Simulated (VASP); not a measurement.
# NaOs (Pmmn) in VASP: further runs

Runs on NaOs. Level: PBE. Tasks: relaxation of cell and atoms, single point.

All numbers are computed with VASP 6.6.1; they aren't measurements. Logs are shortened: lines on timing, memory, paths and dates and some standing lists are left out, and cuts for length are marked.

**1. The cell of the first run**

Symmetry: Pmmn, No. 59, orthorhombic system. Conventional cell: a = 2.629 Å, b = 4.946 Å, c = 5.527 Å, α = 90.00°, β = 90.00°, γ = 90.00°. Na (site symmetry mm2) has 6 Os at 2.54 to 3.11 Å and 6 Na at 2.63 to 3.24 Å within 3.4 Å. Within 3.4 Å of Os (site symmetry mm2) lie 6 Na at 2.54 to 3.11 Å and 6 Os at 2.63 to 3.04 Å.

**2. Relaxation of cell and atoms, PBE**

Input file INCAR:

```
SYSTEM = NaOs
ALGO = Normal
EDIFF = 1E-6
EDIFFG = -0.08
ENCUT = 600
GGA = PE
IBRION = 2
ISIF = 3
ISMEAR = 0
LASPH = .TRUE.
LCHARG = .FALSE.
LREAL = .FALSE.
LWAVE = .FALSE.
NELM = 80
NSW = 36
PREC = Accurate
SIGMA = 0.2
```

Input file KPOINTS:

```
k-points
0
G
  7 4 4
  0 0 0
```

Input file POSCAR:

```
NaOs
1.0
    2.6293913800      0.0000000000      0.0000000000
    0.0000000000      4.9463691300      0.0000000000
    0.0000000000      0.0000000000      5.5273071200
Na Os
2 2
Direct
    0.5000000000      0.0000000000      0.1478416500
    0.0000000000      0.5000000000      0.8521583500
    0.5000000000      0.0000000000      0.6079958600
    0.0000000000      0.5000000000      0.3920041400
```

Potentials or basis: VASP PAW PBE potentials, release 64 (Na_pv, Os).

Started as:

```
cat potpaw_PBE.64/Na_pv/POTCAR potpaw_PBE.64/Os/POTCAR > POTCAR
mpirun -np 1 vasp_std > vasp.out
```

OUTCAR:

```text
SYSTEM = NaOs
   EDIFF = 1E-6
   EDIFFG = -0.08
   ENCUT = 600
   GGA = PE
   IBRION = 2
   ISIF = 3
   ISMEAR = 0
   LASPH = .TRUE.
   LREAL = .FALSE.
   NELM = 80
   NSW = 36
   PREC = Accurate

 ion  position               nearest neighbor table
   1  0.500  0.000  0.148-   3 2.54   3 2.98
   2  0.000  0.500  0.852-   4 2.54   4 2.98
   3  0.500  0.000  0.608-   1 2.54   1 2.98   4 3.04   4 3.04   4 3.04   4 3.04
   4  0.000  0.500  0.392-   2 2.54   2 2.98   3 3.04   3 3.04   3 3.04   3 3.04

  LATTYP: Found a simple orthorhombic cell.
 ALAT       =     2.6293913800
 B/A-ratio  =     1.8811840518
 C/A-ratio  =     2.1021241501

  Lattice vectors:

 A1 = (   2.6293913800,   0.0000000000,   0.0000000000)
 A2 = (   0.0000000000,   4.9463691300,   0.0000000000)
 A3 = (   0.0000000000,   0.0000000000,   5.5273071200)

Analysis of symmetry for initial positions (statically):
=====================================================================
 Subroutine PRICEL returns:
 Original cell was already a primitive cell.

 Routine SETGRP: Setting up the symmetry group for a
 simple orthorhombic supercell.

 Subroutine GETGRP returns: Found  8 space group operations
 (whereof  4 operations were pure point group operations)
 out of a pool of  8 trial point group operations.

The static configuration has the point symmetry C_2v.
 The point group associated with its full space group is D_2h.

Analysis of symmetry for dynamics (positions and initial velocities):
=====================================================================
 Subroutine PRICEL returns:
 Original cell was already a primitive cell.

 Routine SETGRP: Setting up the symmetry group for a
 simple orthorhombic supercell.

 Subroutine GETGRP returns: Found  8 space group operations
 (whereof  4 operations were pure point group operations)
 out of a pool of  8 trial point group operations.

The dynamic configuration has the point symmetry C_2v.
 The point group associated with its full space group is D_2h.

 Subroutine INISYM returns: Found  8 space group operations
 (whereof  4 operations are pure point group operations),
 and found     1 'primitive' translations

----------------------------------------------------------------------------------------

                                     Primitive cell

  volume of cell :      71.8878

  direct lattice vectors                    reciprocal lattice vectors
     2.629391380  0.000000000  0.000000000     0.380316148  0.000000000  0.000000000
     0.000000000  4.946369130  0.000000000     0.000000000  0.202168494  0.000000000
     0.000000000  0.000000000  5.527307120     0.000000000  0.000000000  0.180919927

  length of vectors
     2.629391380  4.946369130  5.527307120     0.380316148  0.202168494  0.180919927

  position of ions in fractional coordinates (direct lattice)
     0.500000000  0.000000000  0.147841650
     0.000000000  0.500000000  0.852158350
     0.500000000  0.000000000  0.607995860
     0.000000000  0.500000000  0.392004140

  ion indices of the primitive-cell ions
   primitive index   ion index
                 1           1
                 2           2
                 3           3
                 4           4

----------------------------------------------------------------------------------------

 KPOINTS: k-points

Automatic generation of k-mesh.
 Grid dimensions read from file:
 generate k-points for:    7    4    4

 Generating k-lattice:

  Cartesian coordinates                     Fractional coordinates (reciprocal lattice)
     0.054330878  0.000000000  0.000000000     0.142857143  0.000000000  0.000000000
     0.000000000  0.050542124  0.000000000     0.000000000  0.250000000  0.000000000
     0.000000000  0.000000000  0.045229982     0.000000000  0.000000000  0.250000000

  Length of vectors
     0.054330878  0.050542124  0.045229982

  Shift w.r.t. Gamma in fractional coordinates (k-lattice)
     0.000000000  0.000000000  0.000000000

 Subroutine IBZKPT returns following result:
 ===========================================

 Found     36 irreducible k-points:

 Following reciprocal coordinates:
            Coordinates               Weight
  0.000000  0.000000  0.000000      1.000000
  0.142857  0.000000  0.000000      2.000000
  0.285714  0.000000  0.000000      2.000000
  0.428571  0.000000  0.000000      2.000000
  0.000000  0.250000  0.000000      2.000000
  0.142857  0.250000  0.000000      4.000000
[... 16 lines left out ...]
  0.285714  0.500000  0.250000      4.000000
  0.428571  0.500000  0.250000      4.000000
 [... further k-points ...]
   k-points           NKPTS =     36   k-points in BZ     NKDIM =     36   number of bands    NBANDS=     19
   number of dos      NEDOS =    301   number of ions     NIONS =      4
   total plane-waves  NPLWV =  46080
   dimension x,y,z NGX =    24 NGY =   40 NGZ =   48
   dimension x,y,z NGXF=    48 NGYF=   80 NGZF=   96
   ions per type =               2   2
   NGX,Y,Z   is equivalent  to a cutoff of  15.17, 13.44, 14.44 a.u.
   NGXF,Y,Z  is equivalent  to a cutoff of  30.35, 26.89, 28.87 a.u.
 SYSTEM =  NaOs
   PREC   = accura    normal or accurate (medium, high low for compatibility)
   ISTART =      0    job   : 0-new  1-cont  2-samecut
   ICHARG =      2    charge: 1-file 2-atom 10-const
   ISPIN  =      1    spin polarized calculation?
   LNONCOLLINEAR =      F non collinear calculations
   LSORBIT =      F    spin-orbit coupling
   LASPH  =      T    aspherical Exc in radial PAW
   ENCUT  =  600.0 eV  44.10 Ry    6.64 a.u.   5.25  9.88 11.04*2*pi/ulx,y,z
   NELM   =     80;   NELMIN=  2; NELMDL= -5     # of ELM steps
   EDIFF  = 0.1E-05   stopping-criterion for ELM
   LREAL  =      F    real-space projection
   EDIFFG = -.8E-01   stopping-criterion for IOM
   NSW    =     36    number of steps for IOM
   IBRION =      2    ionic relax: 0-MD 1-quasi-New 2-CG
   NFREE  =      1    steps in history (QN), initial steepest desc. (CG)
   ISIF   =      3    stress and relaxation
   ISYM   =      2    0-nonsym 1-usesym 2-fastsym
   POTIM  = 0.5000    time-step for ionic-motion
   TEBEG  =    0.0;   TEEND  =   0.0 temperature during run
   PSTRESS=    0.0 pullay stress
   NELECT =      30.0000    total number of electrons
   NUPDOWN=      -1.0000    fix difference up-down
   EMIN   =  10.00;   EMAX   =-10.00  energy-range for DOS
   EFERMI =   0.00;   METHOD = LEGACY
   ISMEAR =     0;   SIGMA  =   0.20  broadening in eV -4-tet -1-fermi 0-gaus
   EFERMI_NEDOS =   21; number of points for ismear=-14 and -15
   IALGO  =     38    algorithm
   IMIX   =      4    mixing-type and parameters
     AMIX     =   0.40;   BMIX     =  1.00
     AMIX_MAG =   1.60;   BMIX_MAG =  1.00
  volume/ion in A,a.u.               =      17.97       121.28
  Fermi-wavevector in a.u.,A,eV,Ry     =   1.223386  2.311864 20.363473  1.496673
  Thomas-Fermi vector in A             =   2.358499
   LORBIT       =      0    0 simple, 1 ext, 2 COOP (PROOUT), +10 PAW based schemes
   GGA     = PE    functional components
   LHFCALC =     F    Hartree Fock is set to
   AEXX    =    0.0000 exact exchange contribution
   IVDW    =     0    specifies the selected vdW correction
   LEPSILON=     F    determine dielectric tensor
   LRPA    =     F    only Hartree local field effects (RPA)
 conjugate gradient relaxation of ions
 non-spin polarized calculation
 Gauss-broadening in eV      SIGMA  =   0.20
  energy-cutoff  :      600.00
  volume of cell :       71.89
 maximum number of plane-waves:      2418
 NGX is ok and might be reduce to    24
   NGX = 11   NGY = 19   NGZ = 23

--------------------------------------- Ionic step        1  -------------------------------------------

 number of electron      29.9999996 magnetization

 Free energy of the ion-electron system (eV)
  ---------------------------------------------------
  ext. energy  EPLUGINS =         0.00000000
  ---------------------------------------------------
  free energy    TOTEN  =       -20.61218876 eV

  energy without entropy =      -20.53317989  energy(sigma->0) =      -20.57268433

------------------------ aborting loop because EDIFF is reached ----------------------------------------

  FORCE on cell =-STRESS in cart. coord.  units (eV):
  Direction    XX          YY          ZZ          XY          YZ          ZX
  --------------------------------------------------------------------------------------
  -------------------------------------------------------------------------------------
  Total       -5.6674477     -7.3155661      6.1237691      0.0000000      0.0000000      0.0000000
  in kB     -126.3114594   -163.0433787    136.4815784      0.0000000      0.0000000      0.0000000
  external PRESSURE =     -50.9577532 kB  Pullay stress =       0.0000000 kB
[... 95 lines left out ...]
  FREE ENERGIE OF THE ION-ELECTRON SYSTEM (eV)
  ---------------------------------------------------
  free  energy   TOTEN  =       -21.6213510068 eV

  energy  without entropy=      -21.5798285609  energy(sigma->0) =      -21.60058978

 E-fermi :   4.0630     XC(G=0): -10.1425

 val. band max:        4.0569646007   @ k =   0.1429   0.0000   0.2500
 cond. band min:       4.0680949887   @ k =   0.1429   0.0000   0.5000
 fundamental gap:      0.0111303880
 Fermi energy:         4.0630166871

 k-point     1 :       0.0000    0.0000    0.0000
  band No.  band energies     occupation
      1     -20.2633      2.00000
      2     -20.2082      2.00000
      3     -20.2004      2.00000
      4     -20.1700      2.00000
      5     -20.1498      2.00000
      6     -20.1403      2.00000
[... 11 lines left out ...]
     18       4.3839      0.02329
     19       8.2951      0.00000
[... 489 lines left out ...]
      3     -20.1946      2.00000
      4     -20.1946      2.00000
      5     -20.1583      2.00000
      6     -20.1583      2.00000
[... 11 lines left out ...]
     18       5.8224      0.00000
     19       8.0755      0.00000

 [... further k-points ...]

[... ionic steps 4 to 24 ...]

--------------------------------------- Ionic step       25  -------------------------------------------

 number of electron      29.9999995 magnetization

------------------------ aborting loop because EDIFF is reached ----------------------------------------

  FORCE on cell =-STRESS in cart. coord.  units (eV):
  Direction    XX          YY          ZZ          XY          YZ          ZX
  --------------------------------------------------------------------------------------
  -------------------------------------------------------------------------------------
  Total        0.1623857      0.8888490      0.0780888      0.0000000      0.0000000      0.0000000
  in kB        2.9538601     16.1685125      1.4204668      0.0000000      0.0000000      0.0000000
  external PRESSURE =       6.8476131 kB  Pullay stress =       0.0000000 kB
[... 61 lines left out ...]
  energy  without entropy=      -23.1474513700  energy(sigma->0) =      -23.16507035

--------------------------------------- Ionic step       27  -------------------------------------------

 number of electron      30.0000013 magnetization

 Free energy of the ion-electron system (eV)
  ---------------------------------------------------
  ext. energy  EPLUGINS =         0.00000000
  ---------------------------------------------------
  free energy    TOTEN  =       -23.18818158 eV

  energy without entropy =      -23.15252478  energy(sigma->0) =      -23.17035318

 E-fermi :   3.0934     XC(G=0):  -9.3733

 val. band max:        3.0684626986   @ k =   0.2857   0.5000   0.0000
 cond. band min:       3.1298028975   @ k =   0.0000   0.0000   0.2500
 fundamental gap:      0.0613401989
 Fermi energy:         3.0934059820

 k-point     1 :       0.0000    0.0000    0.0000
  band No.  band energies     occupation
      1     -21.2631      2.00000
      2     -21.2491      2.00000
      3     -21.2204      2.00000
      4     -21.2172      2.00000
      5     -21.1927      2.00000
      6     -21.1919      2.00000
[... 11 lines left out ...]
     18       3.4829      0.00589
     19       6.3799      0.00000
[... 489 lines left out ...]
      3     -21.2158      2.00000
      4     -21.2158      2.00000
      5     -21.1962      2.00000
      6     -21.1962      2.00000
[... 11 lines left out ...]
     18       5.1734      0.00000
     19       7.1316      0.00000

 [... further k-points ...]
[... 5 lines left out ...]
  --------------------------------------------------------------------------------------
  -------------------------------------------------------------------------------------
  Total       -0.0433087     -0.0397942      0.0739226      0.0000000      0.0000000      0.0000000
  in kB       -0.7847846     -0.7211005      1.3395308      0.0000000      0.0000000      0.0000000
  external PRESSURE =      -0.0554514 kB  Pullay stress =       0.0000000 kB
[... 19 lines left out ...]
  FREE ENERGIE OF THE ION-ELECTRON SYSTEM (eV)
  ---------------------------------------------------
  free  energy   TOTEN  =       -23.1881815825 eV

  energy  without entropy=      -23.1525247825  energy(sigma->0) =      -23.17035318

 reached required accuracy - stopping structural energy minimisation
```

Run time: 13 min. Hardware: 1 thread of Intel Xeon 6975P-C, shared host; peak memory 0.26 GiB.

What came out:

```
Free energy                            : -23.1882 eV
Relaxed volume                         : 22.10 Å³/atom
Relaxed cell                           : a = 2.746 Å, b = 3.821 Å, c = 8.425 Å, α = 90.00°, β = 90.00°, γ = 90.00°
Space group after relaxing (to 0.05 Å) : Pmmn (No. 59)
Energy gained by relaxing              : 644.0 meV/atom
Ionic steps                            : 27
Pressure after relaxing                : 0.0 GPa
Largest force after relaxing           : 0.077 eV/Å
Band gap on the k mesh                 : zero (band 15 reaches 4.37 eV, above the bottom of band 16 at 2.30 eV)
```

Forces in eV/Å, atoms in the order of the input:
```
Na   0.000  0.000 -0.077
Na   0.000  0.000  0.077
Os   0.000  0.000  0.032
Os   0.000  0.000 -0.032
```

Stress tensor (GPa, compression positive):
```
-0.08  0.00  0.00
 0.00 -0.07  0.00
 0.00  0.00  0.13
```

Step by step:
```
step  energy change (eV)  largest force (eV/Å)  pressure (GPa)  volume (Å³)
   1              0.0000                1.4412           -5.10        71.89
   2             -1.0073                1.6935            9.03        65.57
   3             -1.0092                1.7078            8.46        65.73
   4             -1.9307                1.5290            4.44        68.26
   5             -2.1458                1.1714            7.36        70.23
   6             -2.2086                0.5178            5.57        69.66
   7             -2.2586                0.8287           -5.50        74.36
   8             -2.3063                0.4692           -1.38        72.33
   9             -2.3339                0.2759            0.31        71.73
  10             -2.3341                0.2604            0.49        71.66
  11             -2.3427                0.2280            0.24        71.96
  12             -2.3635                0.1244           -0.44        72.86
  13             -2.3798                0.3380           -1.65        74.65
  14             -2.3827                0.3307           -1.52        74.69
  15             -2.3909                0.3108           -1.20        74.80
  16             -2.4050                0.2725           -0.52        75.01
  17             -2.4231                0.3155            0.95        75.40
  18             -2.4108                0.6072            4.28        76.08
  19             -2.4253                0.4363            2.27        75.69
  20             -2.4475                0.4050            2.08        76.56
  21             -2.4971                0.4911            1.74        79.09
  22             -2.5151                0.8815            1.94        83.87
  23             -2.5571                0.4594            0.14        88.00
  24             -2.5582                0.3949           -0.06        88.63
  25             -2.5688                0.1113            0.68        88.08
  26             -2.5705                0.1267            1.15        87.75
  27             -2.5760                0.0770           -0.01        88.42
```

Final structure:
```
Na Os
1.0
     2.74645    0.00000    0.00000
     0.00000    3.82109    0.00000
     0.00000    0.00000    8.42511
Na Os
2 2
Direct
  0.50000 0.00000 0.18999
  0.00000 0.50000 0.81001
  0.50000 0.00000 0.55612
  0.00000 0.50000 0.44388
```

Levels at points of the mesh, in eV from the Fermi level:
```csv
k point,band 12,band 13,band 14,band 15,band 16,band 17,band 18,band 19
"(0.00, 0.00, 0.00)",-1.92,-1.85,-1.77,-1.19,-0.25,0.25,0.39,3.29
"(0.00, 0.50, 0.00)",-2.15,-1.63,-1.63,-0.20,-0.20,0.80,0.80,2.13
"(0.00, 0.00, 0.50)",-2.52,-1.92,-1.77,-0.74,0.25,0.39,0.53,3.29
"(0.00, 0.50, 0.50)",-2.12,-1.63,-1.63,-0.69,-0.69,1.58,1.58,2.13
```

Caveat: the volume moved by over 15 % at a fixed basis, so the end points are rough; spin-orbit coupling is left out, which moves the levels of the heavy elements; the relaxation stopped at a loose force limit of 0.08 eV/Å, so its end isn't a converged minimum.

**3. Single point, PBE**

This run uses another cell than the first one, of 22.27 Å³/atom, 1.239 times its volume.

Input file INCAR:

```
SYSTEM = NaOs
PREC = Accurate ; ENCUT = 520
EDIFF = 1E-6 ; ISMEAR = 0
SIGMA = 0.1 ; LREAL = .False.
LASPH = .True. ; NELM = 100
ALGO = Fast ; ISIF = 2
LWAVE = .False. ; LCHARG = .True.
GGA = PE ; LELF = .True.
LVHAR = .True. ; NBANDS = 23
```

Input file KPOINTS:

```
regular mesh
0
Gamma
  14 10 4
  0 0 0
```

Input file POSCAR:

```
NaOs
1.0
    2.7291283895      0.0000000000      0.0000000000
    0.0000000000      3.8762451529      0.0000000000
    0.0000000000      0.0000000000      8.4198397294
Na Os
2 2
Direct
    0.5000000000      0.0000000000      0.1882191066
    0.0000000000      0.5000000000      0.8117808934
    0.5000000000      0.0000000000      0.5543392619
    0.0000000000      0.5000000000      0.4456607381
```

Potentials or basis: VASP PAW PBE potentials, release 64 (Na_pv, Os).

Started as:

```
cat potpaw_PBE.64/Na_pv/POTCAR potpaw_PBE.64/Os/POTCAR > POTCAR
mpirun -np 1 vasp_std > vasp.out
```

It took 3.9 min on 1 thread of Intel Xeon 6975P-C, shared host; peak memory 0.38 GiB.

Results (log left out):

* Free energy: -23.1902 eV
* Pressure: -0.2 GPa
* Largest force: 0.025 eV/Å
* Band gap on the k mesh: zero (band 15 reaches 5.02 eV, above the bottom of band 16 at 2.24 eV)

Forces in eV/Å, atoms in the order of the input:
```
Na   0.000  0.000  0.005
Na   0.000  0.000 -0.005
Os   0.000  0.000 -0.025
Os   0.000  0.000  0.025
```

Stress tensor (GPa, compression positive):
```
-0.07  0.00  0.00
 0.00 -0.29  0.00
 0.00  0.00 -0.14
```

Levels at points of the mesh, in eV from the Fermi level:
```
           k point  band 12  band 13  band 14  band 15  band 16  band 17  band 18  band 19
(0.00, 0.00, 0.00)    -2.06    -1.79    -1.63    -1.23    -0.33     0.41     0.43     3.37
(0.50, 0.00, 0.00)    -2.03     0.23     0.23     1.41     1.41     2.73     2.73     4.19
(0.00, 0.50, 0.00)    -2.23    -1.45    -1.45    -0.24    -0.24     0.75     0.75     2.12
(0.50, 0.50, 0.00)    -1.68    -1.04    -1.04     1.97     1.97     2.10     2.10     4.81
(0.00, 0.00, 0.50)    -2.52    -2.06    -1.63    -0.79     0.41     0.43     0.53     2.79
(0.50, 0.00, 0.50)    -2.00     0.17     0.17     1.41     1.41     2.65     2.65     4.45
(0.00, 0.50, 0.50)    -2.20    -1.45    -1.45    -0.75    -0.75     1.52     1.52     2.12
(0.50, 0.50, 0.50)    -1.68    -1.03    -1.03     1.95     1.95     2.17     2.17     4.65
```

Caveat: spin-orbit coupling is left out, which moves the levels of the heavy elements.

[end of part 1 of 2]
